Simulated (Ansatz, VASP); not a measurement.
Al: VASP beside Ansatz

The input POSCAR:

```
Al
1.0
   -1.6360651563      1.6360651563      1.5051799438
    1.6360651563     -1.6360651563      1.5051799438
    1.6360651563      1.6360651563     -1.5051799438
Al
1
Direct
    0.0000000000      0.0000000000      0.0000000000
```

Contents of INCAR.step1:

```
ALGO     = Normal         # electronic algorithm
EDIFF    = 1E-4           # SCF threshold, eV
ENCUT    = 520            # plane-wave cutoff, eV
GGA      = PE             # functional
ISMEAR   = 0              # smearing method
LASPH    = True           # aspherical terms in the spheres
LCHARG   = False          # write CHGCAR
LREAL    = False          # projectors in reciprocal space
LWAVE    = True           # write WAVECAR
NBANDS   = 8              # bands
NELM     = 100            # most SCF steps
PREC     = Accurate       # precision mode
SIGMA    = 0.15           # smearing width, eV
```

The input INCAR.step2:

```
ALGO     = Normal         # electronic algorithm
EDIFF    = 1E-6           # SCF threshold, eV
ENCUT    = 520            # plane-wave cutoff, eV
ISIF     = 2              # what is computed and relaxed
ISMEAR   = 0              # smearing method
ISTART   = 1            
LASPH    = True           # aspherical terms in the spheres
LCHARG   = False          # write CHGCAR
LMIXTAU  = True         
LREAL    = False          # projectors in reciprocal space
LWAVE    = False          # write WAVECAR
METAGGA  = R2SCAN         # meta-GGA
NBANDS   = 8              # bands
NELM     = 100            # most SCF steps
PREC     = Accurate       # precision mode
SIGMA    = 0.15           # smearing width, eV
```

KPOINTS

```
k-points
0
Gamma
  24 24 24
```

Input for Ansatz:

```yaml
crystal:
  lattice:
    - [-1.6360651563, 1.6360651563, 1.5051799438]
    - [1.6360651563, -1.6360651563, 1.5051799438]
    - [1.6360651563, 1.6360651563, -1.5051799438]
  atoms:
    - { symbol: Al, position: [0.0, 0.0, 0.0] }
basis:
  ecutwfc: 500
kpoints:
  mp_grid: { grid: [24, 24, 24] }
hamiltonian:
  xc: r2scan
scf:
  occupations: { method: gaussian, width: 0.15 }
output:
  forces: true
  stress: true
  eigenvalues: true
```

Alike in both runs: task single point; functional r2SCAN; k mesh 24 × 24 × 24; occupations gaussian, width 0.15 eV; no spin polarisation.

|  | VASP | Ansatz |
| --- | --- | --- |
| version | VASP 6.6.1 | Ansatz 0.2.0 |
| potentials or method | VASP PAW PBE potentials, release 64 (Al), cutoff 520 eV | scalar-relativistic, plane waves, PAW |
| valence electrons in the cell | 3 | 3 |

```csv
,VASP,Ansatz,Ansatz less VASP
gap on the k mesh at the Fermi level (eV),none,none,-
pressure (GPa),0.2,0.5,+0.31
"traceless stress, the component that is largest in VASP (GPa)",-1.53,-1.53,+0.007
```

VASP's potentials were made for PBE, not for r2SCAN. A gap of «none» marks a metal or a gap that the smearing closes. With one functional, cell and mesh, what is left measures potentials, basis and numerics.
